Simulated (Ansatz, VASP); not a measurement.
## One calculation of KAlAs3, two programs

```
K Al As
1.0
     6.79242    0.00000    0.00000
    -3.39621    5.88241    0.00000
     0.00000    0.00000    5.80312
K Al As
2 2 6
Direct
  0.33333 0.66667 0.75000
  0.66667 0.33333 0.25000
  0.00000 0.00000 0.50000
  0.00000 0.00000 0.00000
  0.14600 0.29200 0.25000
  0.85400 0.14600 0.75000
  0.85400 0.70800 0.75000
  0.14600 0.85400 0.25000
  0.70800 0.85400 0.25000
  0.29200 0.14600 0.75000
```

Alike in both runs: task relaxation of cell and atoms; functional PBE; k mesh 3 × 3 × 4; occupations gaussian, width 0.1 eV; no spin polarisation.

|  | VASP | Ansatz |
| --- | --- | --- |
| version | VASP 6.6.1 | Ansatz 0.2.0 |
| potentials or method | VASP PAW PBE potentials, release 64 (K_sv, Al, As), cutoff 600 eV | scalar-relativistic, plane waves, PAW |
| valence electrons in the cell | 54 | 114 |

```csv
,VASP,Ansatz,Ansatz less VASP
"gap on the k mesh at the Fermi level, each at its own relaxed structure (eV)",none,none,-
relaxed volume (Å³/atom),24.05,23.86,-0.193
relaxed length of the cell vector where the two differ most in proportion (Å),6.648,6.629,-0.0186
```

A gap of «none» marks a metal or a gap that the smearing closes. VASP's potentials hold 54 valence electrons a cell and Ansatz's 114, so a difference there can come from the potentials and not from the codes.
